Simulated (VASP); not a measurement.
Here is a VASP 6.6.1 calculation.

File INCAR:

```
PREC = Accurate ; ENCUT = 520
EDIFF = 1E-6 ; ISMEAR = -5
SIGMA = 0.1 ; LREAL = False
LASPH = True ; NELM = 60
ALGO = Normal ; ISIF = 2
LWAVE = False ; LCHARG = False
GGA = PE ; NBANDS = 17
```

KPOINTS

```
Automatic mesh
0
Gamma
  14 14 7
```

POSCAR

```
Pd
1.0
    2.4949459498      0.0000000000      0.0000000000
   -1.2474729749      2.1606865736      0.0000000000
    0.0000000000      0.0000000000      4.1487886123
Pd
2
Direct
    0.6666666667      0.3333333333      0.7500000000
    0.3333333333      0.6666666667      0.2500000000
```

Potentials or basis: VASP PAW PBE potentials, release 64 (Pd).

Launch:

```console
$ cat potpaw_PBE.64/Pd/POTCAR > POTCAR
$ mpirun -np 1 vasp_std > vasp.out
```

Q: What does it give for the band gap on the k mesh?

A: Zero (bands 10 and 11 overlap by 1.30 eV).

Q: Predict the pressure.

A: 124.7 GPa.

Caveat: the cell stands under pressure; tetrahedron occupations give inexact forces and stress in metals.
